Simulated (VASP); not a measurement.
# Hg (Pm-3m) in VASP: further runs

Hg is run at these levels: LDA; tasks: single point, relaxation of cell and atoms.

Everything below comes from runs of VASP 6.6.1. Logs are shortened: lines on timing, memory, paths and dates and some standing lists are left out, and cuts for length are marked.

## (1) The cell of the first run

Symmetry: Pm-3m, No. 221, cubic system. The conventional cell has a = 2.295 Å, b = 2.295 Å, c = 2.295 Å, α = 90.00°, β = 90.00°, γ = 90.00°. Within 3.0 Å of Hg (site symmetry m-3m) lie 6 Hg at 2.29 Å.

## (2) Single point, LDA

INCAR

```
SYSTEM = Hg
PREC = Accurate ; ENCUT = 520
EDIFF = 1E-6 ; ISMEAR = -1
SIGMA = 0.08 ; LREAL = .False.
LASPH = .True. ; NELM = 60
ALGO = Normal ; ISIF = 2
LWAVE = .False. ; LCHARG = .True.
LELF = .True. ; LVHAR = .True.
NBANDS = 12
```

KPOINTS

```
regular mesh
0
Gamma
  17 17 17
  0 0 0
```

POSCAR

```
Hg
1.0
    2.2949992360      0.0000000000      0.0000000000
    0.0000000000      2.2949992360      0.0000000000
    0.0000000000      0.0000000000      2.2949992360
Hg
1
Direct
    0.0000000000      0.0000000000      0.0000000000
```

Potentials or basis: VASP PAW LDA potentials, release 64 (Hg).

Command:

```console
$ cat potpaw_LDA.64/Hg/POTCAR > POTCAR
$ mpirun -np 1 vasp_std > vasp.out
```

OUTCAR:

```text
SYSTEM = Hg
   PREC = Accurate
   ENCUT = 520
   EDIFF = 1E-6
   ISMEAR = -1
   LREAL = .False.
   LASPH = .True.
   NELM = 60
   ISIF = 2

 ion  position               nearest neighbor table
   1  0.000  0.000  0.000-

  LATTYP: Found a simple cubic cell.
 ALAT       =     2.2949992360

  Lattice vectors:

 A1 = (   2.2949992360,   0.0000000000,   0.0000000000)
 A2 = (   0.0000000000,   2.2949992360,   0.0000000000)
 A3 = (   0.0000000000,   0.0000000000,   2.2949992360)

Analysis of symmetry for initial positions (statically):
=====================================================================
 Subroutine PRICEL returns:
 Original cell was already a primitive cell.

 Routine SETGRP: Setting up the symmetry group for a
 simple cubic supercell.

 Subroutine GETGRP returns: Found 48 space group operations
 (whereof 48 operations were pure point group operations)
 out of a pool of 48 trial point group operations.

The static configuration has the point symmetry O_h .

Analysis of symmetry for dynamics (positions and initial velocities):
=====================================================================
 Subroutine PRICEL returns:
 Original cell was already a primitive cell.

 Routine SETGRP: Setting up the symmetry group for a
 simple cubic supercell.

 Subroutine GETGRP returns: Found 48 space group operations
 (whereof 48 operations were pure point group operations)
 out of a pool of 48 trial point group operations.

The dynamic configuration has the point symmetry O_h .

 Subroutine INISYM returns: Found 48 space group operations
 (whereof 48 operations are pure point group operations),
 and found     1 'primitive' translations

----------------------------------------------------------------------------------------

                                     Primitive cell

  volume of cell :      12.0878

  direct lattice vectors                    reciprocal lattice vectors
     2.294999236  0.000000000  0.000000000     0.435729993  0.000000000  0.000000000
     0.000000000  2.294999236  0.000000000     0.000000000  0.435729993  0.000000000
     0.000000000  0.000000000  2.294999236     0.000000000  0.000000000  0.435729993

  length of vectors
     2.294999236  2.294999236  2.294999236     0.435729993  0.435729993  0.435729993

  position of ions in fractional coordinates (direct lattice)
     0.000000000  0.000000000  0.000000000

  ion indices of the primitive-cell ions
   primitive index   ion index
                 1           1

----------------------------------------------------------------------------------------

 KPOINTS: regular mesh

Automatic generation of k-mesh.
 Grid dimensions read from file:
 generate k-points for:   17   17   17

 Generating k-lattice:

  Cartesian coordinates                     Fractional coordinates (reciprocal lattice)
     0.025631176  0.000000000  0.000000000     0.058823529  0.000000000  0.000000000
     0.000000000  0.025631176  0.000000000     0.000000000  0.058823529  0.000000000
     0.000000000  0.000000000  0.025631176     0.000000000  0.000000000  0.058823529

  Length of vectors
     0.025631176  0.025631176  0.025631176

  Shift w.r.t. Gamma in fractional coordinates (k-lattice)
     0.000000000  0.000000000  0.000000000

 Subroutine IBZKPT returns following result:
 ===========================================

 Found    165 irreducible k-points:

 Following reciprocal coordinates:
            Coordinates               Weight
  0.000000  0.000000  0.000000      1.000000
  0.058824  0.000000  0.000000      6.000000
  0.117647  0.000000  0.000000      6.000000
  0.176471  0.000000  0.000000      6.000000
  0.235294  0.000000  0.000000      6.000000
  0.294118  0.000000  0.000000      6.000000
[... 16 lines left out ...]
  0.411765  0.117647  0.000000     24.000000
  0.470588  0.117647  0.000000     24.000000
 [... further k-points ...]
   k-points           NKPTS =    165   k-points in BZ     NKDIM =    165   number of bands    NBANDS=     12
   number of dos      NEDOS =    301   number of ions     NIONS =      1
   total plane-waves  NPLWV =   5832
   dimension x,y,z NGX =    18 NGY =   18 NGZ =   18
   dimension x,y,z NGXF=    36 NGYF=   36 NGZF=   36
   ions per type =               1
   NGX,Y,Z   is equivalent  to a cutoff of  13.04, 13.04, 13.04 a.u.
   NGXF,Y,Z  is equivalent  to a cutoff of  26.08, 26.08, 26.08 a.u.
 SYSTEM =  Hg
   PREC   = accura    normal or accurate (medium, high low for compatibility)
   ISTART =      0    job   : 0-new  1-cont  2-samecut
   ICHARG =      2    charge: 1-file 2-atom 10-const
   ISPIN  =      1    spin polarized calculation?
   LNONCOLLINEAR =      F non collinear calculations
   LSORBIT =      F    spin-orbit coupling
   LASPH  =      T    aspherical Exc in radial PAW
   ENCUT  =  520.0 eV  38.22 Ry    6.18 a.u.   4.27  4.27  4.27*2*pi/ulx,y,z
   NELM   =     60;   NELMIN=  2; NELMDL= -5     # of ELM steps
   EDIFF  = 0.1E-05   stopping-criterion for ELM
   LREAL  =      F    real-space projection
   EDIFFG = 0.1E-04   stopping-criterion for IOM
   NSW    =      0    number of steps for IOM
   IBRION =     -1    ionic relax: 0-MD 1-quasi-New 2-CG
   NFREE  =      0    steps in history (QN), initial steepest desc. (CG)
   ISIF   =      2    stress and relaxation
   ISYM   =      2    0-nonsym 1-usesym 2-fastsym
   POTIM  = 0.5000    time-step for ionic-motion
   TEBEG  =    0.0;   TEEND  =   0.0 temperature during run
   PSTRESS=    0.0 pullay stress
   NELECT =      12.0000    total number of electrons
   NUPDOWN=      -1.0000    fix difference up-down
   EMIN   =  10.00;   EMAX   =-10.00  energy-range for DOS
   EFERMI =   0.00;   METHOD = LEGACY
   ISMEAR =    -1;   SIGMA  =   0.08  broadening in eV -4-tet -1-fermi 0-gaus
   EFERMI_NEDOS =   21; number of points for ismear=-14 and -15
   IALGO  =     38    algorithm
   IMIX   =      4    mixing-type and parameters
     AMIX     =   0.40;   BMIX     =  1.00
     AMIX_MAG =   1.60;   BMIX_MAG =  1.00
  volume/ion in A,a.u.               =      12.09        81.57
  Fermi-wavevector in a.u.,A,eV,Ry     =   1.633125  3.086158 36.288051  2.667097
  Thomas-Fermi vector in A             =   2.724982
   LORBIT       =      0    0 simple, 1 ext, 2 COOP (PROOUT), +10 PAW based schemes
   GGA     = CA    functional components
   LHFCALC =     F    Hartree Fock is set to
   AEXX    =    0.0000 exact exchange contribution
   IVDW    =     0    specifies the selected vdW correction
   LEPSILON=     F    determine dielectric tensor
   LRPA    =     F    only Hartree local field effects (RPA)
 non-spin polarized calculation
  energy-cutoff  :      520.00
  volume of cell :       12.09
 maximum number of plane-waves:       341
 NGX is ok and might be reduce to    18
   NGX =  9   NGY =  9   NGZ =  9

 number of electron      12.0000002 magnetization

 Free energy of the ion-electron system (eV)
  ---------------------------------------------------
  ext. energy  EPLUGINS =         0.00000000
  ---------------------------------------------------
  free energy    TOTEN  =         4.83823404 eV

  energy without entropy =        4.84765939  energy(sigma->0) =        4.84294671

 E-fermi :  12.2996     XC(G=0): -14.9571

 val. band max:       12.2383409116   @ k =   0.4706   0.2941   0.0588
 cond. band min:      12.3169957950   @ k =   0.4706   0.2353   0.1176
 fundamental gap:      0.0786548834
 Fermi energy:        12.2995890355

 k-point     1 :       0.0000    0.0000    0.0000
  band No.  band energies     occupation
      1      -5.8488      2.00000
      2      -4.2399      2.00000
      3      -4.2399      2.00000
      4       4.5472      2.00000
      5       4.5472      2.00000
      6       4.5472      2.00000
      7      25.5859      0.00000
      8      25.5859      0.00000
      9      25.5859      0.00000
     10      32.8847      0.00000
     11      35.4170      0.00000
     12      35.4170      0.00000

 k-point     2 :       0.0588    0.0000    0.0000
  band No.  band energies     occupation
      1      -5.7140      2.00000
      2      -4.2141      2.00000
      3      -4.0961      2.00000
      4       4.4138      2.00000
      5       4.4138      2.00000
      6       4.5578      2.00000
      7      24.5989      0.00000
      8      25.8263      0.00000
      9      25.8263      0.00000
     10      33.4639      0.00000
     11      34.8186      0.00000
     12      36.0288      0.00000

 k-point     3 :       0.1176    0.0000    0.0000
  band No.  band energies     occupation
      1      -5.3675      2.00000
      2      -4.1393      2.00000
      3      -3.6239      2.00000
      4       4.0446      2.00000
      5       4.0446      2.00000
      6       4.5882      2.00000
      7      22.5309      0.00000
      8      26.5120      0.00000
      9      26.5120      0.00000
     10      33.4409      0.00000
     11      33.9998      0.00000
     12      38.1531      0.00000
[... 286 lines left out ...]
 k-point    23 :       0.4118    0.1176    0.0000
  band No.  band energies     occupation
      1      -3.3310      2.00000
      2      -2.5298      2.00000
      3       0.0786      2.00000
      4       1.5978      2.00000
      5       4.3924      2.00000
      6       4.5618      2.00000
      7      12.9028      0.00106
      8      27.0849      0.00000
      9      29.5172      0.00000
     10      33.2751      0.00000
     11      34.1133      0.00000
     12      40.8595      0.00000

 k-point    24 :       0.4706    0.1176    0.0000
  band No.  band energies     occupation
      1      -3.2408      2.00000
      2      -2.3716      2.00000
      3      -0.0859      2.00000
      4       1.4191      2.00000
      5       4.4171      2.00000
      6       5.7646      2.00000
      7      11.6891      1.99903
      8      26.9997      0.00000
      9      30.3917      0.00000
     10      31.6649      0.00000
     11      35.1553      0.00000
     12      39.7628      0.00000

 [... further k-points ...]

------------------------ aborting loop because EDIFF is reached ----------------------------------------

  FORCE on cell =-STRESS in cart. coord.  units (eV):
  Direction    XX          YY          ZZ          XY          YZ          ZX
  --------------------------------------------------------------------------------------
  -------------------------------------------------------------------------------------
  Total       24.3103764     24.3103764     24.3103764      0.0000000      0.0000000     -0.0000000
  in kB     3222.2158503   3222.2158503   3222.2158503      0.0000000      0.0000000     -0.0000000
  external PRESSURE =    3222.2158503 kB  Pullay stress =       0.0000000 kB

 VOLUME and BASIS-vectors are now :
 -----------------------------------------------------------------------------
  energy-cutoff  :      520.00
  volume of cell :       12.09
      direct lattice vectors                 reciprocal lattice vectors
     2.294999236  0.000000000  0.000000000     0.435729993  0.000000000  0.000000000
     0.000000000  2.294999236  0.000000000     0.000000000  0.435729993  0.000000000
     0.000000000  0.000000000  2.294999236     0.000000000  0.000000000  0.435729993

 POSITION                                       TOTAL-FORCE (eV/Angst)
 -----------------------------------------------------------------------------------
      0.00000      0.00000      0.00000         0.000000      0.000000      0.000000
 -----------------------------------------------------------------------------------
    total drift:                               -0.000000      0.000000      0.000000

  FREE ENERGIE OF THE ION-ELECTRON SYSTEM (eV)
  ---------------------------------------------------
  free  energy   TOTEN  =         4.8382340355 eV

  energy  without entropy=        4.8476593933  energy(sigma->0) =        4.84294671
```

Run time: 6.6 s. Hardware: 1 thread of Intel Xeon 6975P-C (Granite Rapids), shared host; peak memory 0.13 GiB.

Results:

```yaml
Free_energy: 4.8382 eV
Pressure: 322.2 GPa
Band_gap_on_the_k_mesh: zero (bands 6 and 7 overlap by 5.96 eV)
```

Caveat: the cell stands under pressure; spin-orbit coupling is left out, which moves the levels of the heavy elements.

## (3) Single point, LDA

INCAR

```
SYSTEM = Hg
PREC = Accurate ; ENCUT = 520
EDIFF = 1E-6 ; ISMEAR = -1
SIGMA = 0.08 ; LREAL = .FALSE.
LASPH = .TRUE. ; NELM = 80
ALGO = Normal ; ISIF = 2
LWAVE = .FALSE. ; LCHARG = .FALSE.
GGA = CA ; NBANDS = 12
```

KPOINTS

```
regular mesh
0
G
  17 17 17
  0 0 0
```

POSCAR

```
Hg
1.0
    2.2952045170      0.0000000000      0.0000000000
    0.0000000000      2.2952045170      0.0000000000
    0.0000000000      0.0000000000      2.2952045170
Hg
1
Direct
    0.0000000000      0.0000000000      0.0000000000
```

Potentials or basis: VASP PAW LDA potentials, release 64 (Hg).

Command:

```console
$ cat potpaw_LDA.64/Hg/POTCAR > POTCAR
$ mpirun -np 1 vasp_std > vasp.out
```

Run time: 6.6 s. Hardware: 1 thread of Intel Xeon 6975P-C (Granite Rapids), shared host; peak memory 0.13 GiB.

It converged, with:

```
Free energy            : 4.8317 eV
Pressure               : 321.9 GPa
Band gap on the k mesh : zero (bands 6 and 7 overlap by 5.97 eV)
```

Levels at points of the mesh, in eV from the Fermi level:
| k point | band 4 | band 5 | band 6 | band 7 | band 8 | band 9 |
| --- | --- | --- | --- | --- | --- | --- |
| (0.00, 0.00, 0.00) | -7.75 | -7.75 | -7.75 | 13.29 | 13.29 | 13.29 |

Caveat: the cell stands under pressure; spin-orbit coupling is left out, which moves the levels of the heavy elements.

[end of part 1 of 2]

The gap in the log of VASP goes by the Fermi energy; the results here count the filled bands.